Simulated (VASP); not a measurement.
# NaCl (P4/mmm) in VASP: a series of runs

Runs on NaCl. Level: PBEsol. Tasks: single point.

Everything below comes from runs of VASP 6.6.1. Logs are shortened: lines on timing, memory, paths and dates and some standing lists are left out, and cuts for length are marked.

### Step 1. The cell of the first run

The structure is tetragonal, space group P4/mmm (No. 123). Conventional cell: a = 3.362 Å, b = 3.362 Å, c = 3.502 Å, α = 90.00°, β = 90.00°, γ = 90.00°. Within 3.9 Å of Na (site symmetry 4/mmm) lie 8 Cl at 2.95 Å and 6 Na at 3.36 to 3.50 Å. Cl (site symmetry 4/mmm) has 8 Na at 2.95 Å and 6 Cl at 3.36 to 3.50 Å within 3.9 Å.

### Step 2. Single point, PBEsol (strain -0.040 along x and y, +0.000 along z)

The input, INCAR:

```
  PREC = Accurate
  ENCUT = 520
  EDIFF = 1E-6
  ISMEAR = 0
  SIGMA = 0.05
  LREAL = False
  LASPH = True
  NELM = 60
  ALGO = Normal
  ISIF = 2
  LWAVE = False
  LCHARG = True
  GGA = PS
  LELF = True
  LVHAR = True
  NBANDS = 14
```

The input, KPOINTS:

```
Automatic mesh
0
Gamma
  6 6 6
```

The input, POSCAR:

```
NaCl
1.0
    3.3621024000      0.0000000000      0.0000000000
    0.0000000000      3.3621024000      0.0000000000
    0.0000000000      0.0000000000      3.5021900000
Na Cl
1 1
Direct
    0.0000000000      0.0000000000      0.0000000000
    0.5000000000      0.5000000000      0.5000000000
```

Potentials or basis: VASP PAW PBE potentials, release 64 (Na_pv, Cl).

Launch:

```sh
cat potpaw_PBE.64/Na_pv/POTCAR potpaw_PBE.64/Cl/POTCAR > POTCAR
mpirun -np 1 vasp_std > vasp.out
```

OUTCAR:

```text
PREC = Accurate
   ENCUT = 520
   EDIFF = 1E-6
   ISMEAR = 0
   LREAL = False
   LASPH = True
   NELM = 60
   ISIF = 2
   GGA = PS

 ion  position               nearest neighbor table
   1  0.000  0.000  0.000-
   2  0.500  0.500  0.500-

  LATTYP: Found a simple tetragonal cell.
 ALAT       =     3.3621024000
 C/A-ratio  =     1.0416666667

  Lattice vectors:

 A1 = (   3.3621024000,   0.0000000000,   0.0000000000)
 A2 = (   0.0000000000,   3.3621024000,   0.0000000000)
 A3 = (   0.0000000000,   0.0000000000,   3.5021900000)

Analysis of symmetry for initial positions (statically):
=====================================================================
 Subroutine PRICEL returns:
 Original cell was already a primitive cell.

 Routine SETGRP: Setting up the symmetry group for a
 simple tetragonal supercell.

 Subroutine GETGRP returns: Found 16 space group operations
 (whereof 16 operations were pure point group operations)
 out of a pool of 16 trial point group operations.

The static configuration has the point symmetry D_4h.

Analysis of symmetry for dynamics (positions and initial velocities):
=====================================================================
 Subroutine PRICEL returns:
 Original cell was already a primitive cell.

 Routine SETGRP: Setting up the symmetry group for a
 simple tetragonal supercell.

 Subroutine GETGRP returns: Found 16 space group operations
 (whereof 16 operations were pure point group operations)
 out of a pool of 16 trial point group operations.

The dynamic configuration has the point symmetry D_4h.

 Subroutine INISYM returns: Found 16 space group operations
 (whereof 16 operations are pure point group operations),
 and found     1 'primitive' translations

----------------------------------------------------------------------------------------

                                     Primitive cell

  volume of cell :      39.5878

  direct lattice vectors                    reciprocal lattice vectors
     3.362102400  0.000000000  0.000000000     0.297432940  0.000000000  0.000000000
     0.000000000  3.362102400  0.000000000     0.000000000  0.297432940  0.000000000
     0.000000000  0.000000000  3.502190000     0.000000000  0.000000000  0.285535622

  length of vectors
     3.362102400  3.362102400  3.502190000     0.297432940  0.297432940  0.285535622

  position of ions in fractional coordinates (direct lattice)
     0.000000000  0.000000000  0.000000000
     0.500000000  0.500000000  0.500000000

  ion indices of the primitive-cell ions
   primitive index   ion index
                 1           1
                 2           2

----------------------------------------------------------------------------------------

 KPOINTS: Automatic mesh

Automatic generation of k-mesh.
 Grid dimensions read from file:
 generate k-points for:    6    6    6

 Generating k-lattice:

  Cartesian coordinates                     Fractional coordinates (reciprocal lattice)
     0.049572157  0.000000000  0.000000000     0.166666667  0.000000000  0.000000000
     0.000000000  0.049572157  0.000000000     0.000000000  0.166666667  0.000000000
     0.000000000  0.000000000  0.047589270     0.000000000  0.000000000  0.166666667

  Length of vectors
     0.049572157  0.049572157  0.047589270

  Shift w.r.t. Gamma in fractional coordinates (k-lattice)
     0.000000000  0.000000000  0.000000000

 Subroutine IBZKPT returns following result:
 ===========================================

 Found     40 irreducible k-points:

 Following reciprocal coordinates:
            Coordinates               Weight
  0.000000  0.000000  0.000000      1.000000
  0.166667  0.000000  0.000000      4.000000
  0.333333  0.000000  0.000000      4.000000
  0.500000  0.000000  0.000000      2.000000
  0.166667  0.166667  0.000000      4.000000
  0.333333  0.166667  0.000000      8.000000
[... 16 lines left out ...]
  0.333333  0.000000  0.333333      8.000000
  0.500000  0.000000  0.333333      4.000000
 [... further k-points ...]
   k-points           NKPTS =     40   k-points in BZ     NKDIM =     40   number of bands    NBANDS=     14
   number of dos      NEDOS =    301   number of ions     NIONS =      2
   total plane-waves  NPLWV =  21952
   dimension x,y,z NGX =    28 NGY =   28 NGZ =   28
   dimension x,y,z NGXF=    56 NGYF=   56 NGZF=   56
   ions per type =               1   1
   NGX,Y,Z   is equivalent  to a cutoff of  13.85, 13.85, 13.29 a.u.
   NGXF,Y,Z  is equivalent  to a cutoff of  27.69, 27.69, 26.58 a.u.
 SYSTEM =  unknown system
   PREC   = accura    normal or accurate (medium, high low for compatibility)
   ISTART =      0    job   : 0-new  1-cont  2-samecut
   ICHARG =      2    charge: 1-file 2-atom 10-const
   ISPIN  =      1    spin polarized calculation?
   LNONCOLLINEAR =      F non collinear calculations
   LSORBIT =      F    spin-orbit coupling
   LASPH  =      T    aspherical Exc in radial PAW
   ENCUT  =  520.0 eV  38.22 Ry    6.18 a.u.   6.25  6.25  6.51*2*pi/ulx,y,z
   NELM   =     60;   NELMIN=  2; NELMDL= -5     # of ELM steps
   EDIFF  = 0.1E-05   stopping-criterion for ELM
   LREAL  =      F    real-space projection
   EDIFFG = 0.1E-04   stopping-criterion for IOM
   NSW    =      0    number of steps for IOM
   IBRION =     -1    ionic relax: 0-MD 1-quasi-New 2-CG
   NFREE  =      0    steps in history (QN), initial steepest desc. (CG)
   ISIF   =      2    stress and relaxation
   ISYM   =      2    0-nonsym 1-usesym 2-fastsym
   POTIM  = 0.5000    time-step for ionic-motion
   TEBEG  =    0.0;   TEEND  =   0.0 temperature during run
   PSTRESS=    0.0 pullay stress
   NELECT =      14.0000    total number of electrons
   NUPDOWN=      -1.0000    fix difference up-down
   EMIN   =  10.00;   EMAX   =-10.00  energy-range for DOS
   EFERMI =   0.00;   METHOD = LEGACY
   ISMEAR =     0;   SIGMA  =   0.05  broadening in eV -4-tet -1-fermi 0-gaus
   EFERMI_NEDOS =   21; number of points for ismear=-14 and -15
   IALGO  =     38    algorithm
   IMIX   =      4    mixing-type and parameters
     AMIX     =   0.40;   BMIX     =  1.00
     AMIX_MAG =   1.60;   BMIX_MAG =  1.00
  volume/ion in A,a.u.               =      19.79       133.58
  Fermi-wavevector in a.u.,A,eV,Ry     =   1.157703  2.187741 18.235551  1.340275
  Thomas-Fermi vector in A             =   2.294312
   LORBIT       =      0    0 simple, 1 ext, 2 COOP (PROOUT), +10 PAW based schemes
   GGA     = PS    functional components
   LHFCALC =     F    Hartree Fock is set to
   AEXX    =    0.0000 exact exchange contribution
   IVDW    =     0    specifies the selected vdW correction
   LEPSILON=     F    determine dielectric tensor
   LRPA    =     F    only Hartree local field effects (RPA)
 non-spin polarized calculation
 Gauss-broadening in eV      SIGMA  =   0.05
  energy-cutoff  :      520.00
  volume of cell :       39.59
 maximum number of plane-waves:      1088
 NGX is ok and might be reduce to    28
   NGX = 13   NGY = 13   NGZ = 13

 number of electron      14.0000003 magnetization

 Free energy of the ion-electron system (eV)
  ---------------------------------------------------
  ext. energy  EPLUGINS =         0.00000000
  ---------------------------------------------------
  free energy    TOTEN  =        -6.71367031 eV

  energy without entropy =       -6.71367031  energy(sigma->0) =       -6.71367031

 E-fermi :   1.3051     XC(G=0):  -8.9517

 val. band max:        1.0693946078   @ k =   0.5000   0.0000   0.5000
 cond. band min:       5.0555856454   @ k =   0.0000   0.0000   0.0000
 fundamental gap:      3.9861910376
 Fermi energy:         1.3050602352

 k-point     1 :       0.0000    0.0000    0.0000
  band No.  band energies     occupation
      1     -20.8619      2.00000
      2     -20.8619      2.00000
      3     -20.8560      2.00000
      4     -12.7055      2.00000
      5       0.1534      2.00000
      6       0.5317      2.00000
      7       0.5317      2.00000
      8       5.0556      0.00000
      9       9.1128      0.00000
     10       9.4763      0.00000
     11      16.8684      0.00000
     12      16.9756      0.00000
     13      16.9756      0.00000
     14      17.5601      0.00000

 k-point     2 :       0.1667    0.0000    0.0000
  band No.  band energies     occupation
      1     -20.8783      2.00000
      2     -20.8605      2.00000
      3     -20.8544      2.00000
      4     -12.5913      2.00000
      5      -0.4325      2.00000
      6       0.2267      2.00000
      7       0.6006      2.00000
      8       5.7988      0.00000
      9       9.5206      0.00000
     10      10.1620      0.00000
     11      14.7362      0.00000
     12      15.5043      0.00000
     13      16.7346      0.00000
     14      17.2067      0.00000

 k-point     3 :       0.3333    0.0000    0.0000
  band No.  band energies     occupation
      1     -20.9108      2.00000
      2     -20.8576      2.00000
      3     -20.8513      2.00000
      4     -12.3459      2.00000
      5      -1.8361      2.00000
      6       0.3813      2.00000
      7       0.7449      2.00000
      8       7.0464      0.00000
      9      10.4689      0.00000
     10      10.6507      0.00000
     11      13.0418      0.00000
     12      13.8536      0.00000
     13      15.4772      0.00000
     14      17.5678      0.00000
[... 324 lines left out ...]
 k-point    23 :       0.3333    0.0000    0.3333
  band No.  band energies     occupation
      1     -20.9032      2.00000
      2     -20.8821      2.00000
      3     -20.8549      2.00000
      4     -12.1261      2.00000
      5      -1.4923      2.00000
      6      -1.2574      2.00000
      7       0.9220      2.00000
      8       7.5602      0.00000
      9       9.5945      0.00000
     10      11.9482      0.00000
     11      13.0850      0.00000
     12      14.1234      0.00000
     13      14.4341      0.00000
     14      17.1526      0.00000

 k-point    24 :       0.5000    0.0000    0.3333
  band No.  band energies     occupation
      1     -20.9177      2.00000
      2     -20.8790      2.00000
      3     -20.8536      2.00000
      4     -12.0194      2.00000
      5      -1.9225      2.00000
      6      -1.1505      2.00000
      7       1.0046      2.00000
      8       7.0014      0.00000
      9      10.0800      0.00000
     10      12.4236      0.00000
     11      12.5712      0.00000
     12      13.6488      0.00000
     13      14.4778      0.00000
     14      17.9285      0.00000

 [... further k-points ...]
[... 5 lines left out ...]
  --------------------------------------------------------------------------------------
  -------------------------------------------------------------------------------------
  Total        0.5577374      0.5577374     -0.2892360      0.0000000      0.0000000      0.0000000
  in kB       22.5724524     22.5724524    -11.7058055      0.0000000      0.0000000      0.0000000
  external PRESSURE =      11.1463664 kB  Pullay stress =       0.0000000 kB

 VOLUME and BASIS-vectors are now :
 -----------------------------------------------------------------------------
  energy-cutoff  :      520.00
  volume of cell :       39.59
      direct lattice vectors                 reciprocal lattice vectors
     3.362102400  0.000000000  0.000000000     0.297432940  0.000000000  0.000000000
     0.000000000  3.362102400  0.000000000     0.000000000  0.297432940  0.000000000
     0.000000000  0.000000000  3.502190000     0.000000000  0.000000000  0.285535622

 POSITION                                       TOTAL-FORCE (eV/Angst)
 -----------------------------------------------------------------------------------
      0.00000      0.00000      0.00000         0.000000      0.000000      0.000000
      1.68105      1.68105      1.75110         0.000000      0.000000      0.000000
 -----------------------------------------------------------------------------------
    total drift:                               -0.000000      0.000000      0.000000

  FREE ENERGIE OF THE ION-ELECTRON SYSTEM (eV)
  ---------------------------------------------------
  free  energy   TOTEN  =        -6.7136703104 eV

  energy  without entropy=       -6.7136703104  energy(sigma->0) =       -6.71367031
```

Wall time 38 s (1 thread of Intel Xeon 8259CL, shared host); peak memory 0.16 GiB.

What came out:

- Free energy: -6.7137 eV
- Pressure: 1.1 GPa
- Band gap on the k mesh: 3.99 eV (least direct gap 4.52 eV)

Stress tensor (GPa, compression positive):
```
 2.26  0.00  0.00
 0.00  2.26  0.00
 0.00  0.00 -1.17
```

Caveat: the cell differs from its parent crystal (strain -0.040 along x and y, +0.000 along z); the PAW data sets were made with another functional, which shifts forces and pressure a little. A k mesh can miss the band edges.

### Step 3. Single point, PBEsol (strain +0.000 along x and y, -0.040 along z)

The input, INCAR:

```
SYSTEM = NaCl
  ALGO = Normal
  EDIFF = 1E-6
  ENCUT = 520
  GGA = PS
  ISIF = 2
  ISMEAR = 0
  LASPH = .True.
  LCHARG = .False.
  LREAL = .False.
  LWAVE = .False.
  NBANDS = 14
  NELM = 80
  PREC = Accurate
  SIGMA = 0.05
```

The input, KPOINTS:

```
k-points
0
Gamma
  6 6 6
  0 0 0
```

The input, POSCAR:

```
NaCl
1.0
    3.5021900000      0.0000000000      0.0000000000
    0.0000000000      3.5021900000      0.0000000000
    0.0000000000      0.0000000000      3.3621024000
Na Cl
1 1
Direct
    0.0000000000      0.0000000000      0.0000000000
    0.5000000000      0.5000000000      0.5000000000
```

Potentials or basis: VASP PAW PBE potentials, release 64 (Na_pv, Cl).

Launch:

```sh
cat potpaw_PBE.64/Na_pv/POTCAR potpaw_PBE.64/Cl/POTCAR > POTCAR
mpirun -np 1 vasp_std > vasp.out
```

Run time: 33 s. Hardware: 1 thread of Intel Xeon 8259CL, shared host; peak memory 0.16 GiB.

Results (log left out):

| Item | Value |
| --- | --- |
| Free energy | -6.7185 eV |
| Pressure | -0.1 GPa |
| Band gap on the k mesh | 3.76 eV (least direct gap 4.23 eV) |

Stress tensor (GPa, compression positive):
```
-1.24  0.00  0.00
 0.00 -1.24  0.00
 0.00  0.00  2.05
```

Levels at points of the mesh, in eV from the valence-band top:
| k point | band 4 | band 5 | band 6 | band 7 | band 8 | band 9 | band 10 | band 11 |
| --- | --- | --- | --- | --- | --- | --- | --- | --- |
| (0.00, 0.00, 0.00) | -13.70 | -0.84 | -0.84 | -0.46 | 3.76 | 7.99 | 8.40 | 15.46 |
| (0.50, 0.00, 0.00) | -13.32 | -3.37 | -0.60 | -0.25 | 6.71 | 8.48 | 10.22 | 11.37 |
| (0.50, 0.50, 0.00) | -13.05 | -2.66 | -2.66 | 0.00 | 5.09 | 9.89 | 11.00 | 11.00 |
| (0.00, 0.00, 0.50) | -13.22 | -3.38 | -0.52 | -0.52 | 6.60 | 8.72 | 10.16 | 11.48 |
| (0.50, 0.00, 0.50) | -12.96 | -2.70 | -2.54 | -0.26 | 5.30 | 9.51 | 10.74 | 11.08 |
| (0.50, 0.50, 0.50) | -12.68 | -2.29 | -2.14 | -2.14 | 6.78 | 6.78 | 6.79 | 11.79 |

Caveat: the cell differs from its parent crystal (strain +0.000 along x and y, -0.040 along z); the PAW data sets were made with another functional, which shifts forces and pressure a little.
